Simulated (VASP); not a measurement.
# MgS: single point with PBE

Crystal: MgS.

```xyz
2
Lattice="-0.0094 2.8214 2.8214 2.8214 -0.0094 2.8214 2.8214 2.8214 -0.0094" Properties=species:S:1:pos:R:3 pbc="T T T"
Mg   -0.0018   -0.0018   -0.0018
S     1.4101    1.4101    1.4101
```

This cell differs from its parent crystal: strain along [111] -0.5%.

```
Program                : VASP 6.6.1
Task                   : single point
Functional             : PBE
Potentials or basis    : VASP PAW PBE potentials, release 64 (Mg, S)
Cutoff                 : 520 eV
k mesh                 : 4 × 4 × 4
Occupations            : gaussian, width 0.01 eV
Spin                   : no spin polarisation
Dipole correction      : no
Further INCAR settings : ALGO = Normal; EDIFF = 1e-06; NBANDS = 11
```

```
Pressure               : 1.3 GPa
Band gap on the k mesh : 3.46 eV
```

Stress tensor (GPa, compression positive):
```
1.32 0.10 0.10
0.10 1.32 0.10
0.10 0.10 1.32
```

Levels at points of the mesh, in eV from the valence-band top:
| k point | band 1 | band 2 | band 3 | band 4 | band 5 | band 6 | band 7 | band 8 |
| --- | --- | --- | --- | --- | --- | --- | --- | --- |
| (0.00, 0.00, 0.00) | -11.30 | -0.03 | -0.03 | 0.00 | 3.46 | 7.91 | 7.91 | 7.98 |
| (0.50, 0.00, 0.00) | -10.62 | -3.17 | -0.35 | -0.33 | 5.12 | 7.61 | 7.65 | 8.61 |
| (0.50, 0.50, 0.00) | -10.39 | -2.85 | -1.07 | -1.04 | 3.85 | 5.63 | 11.19 | 12.31 |
| (0.50, 0.50, 0.50) | -10.61 | -3.16 | -0.36 | -0.36 | 5.09 | 7.59 | 7.59 | 8.61 |

It took 5.6 s on 1 thread of AMD EPYC 7R13 Processor (Zen 3), with other jobs on the host, peak memory 0.13 GiB.

Caveat: the k points lie up to 0.48 Å⁻¹ apart; the cell differs from its parent crystal (strain along [111] -0.5%). A k mesh can miss the band edges.
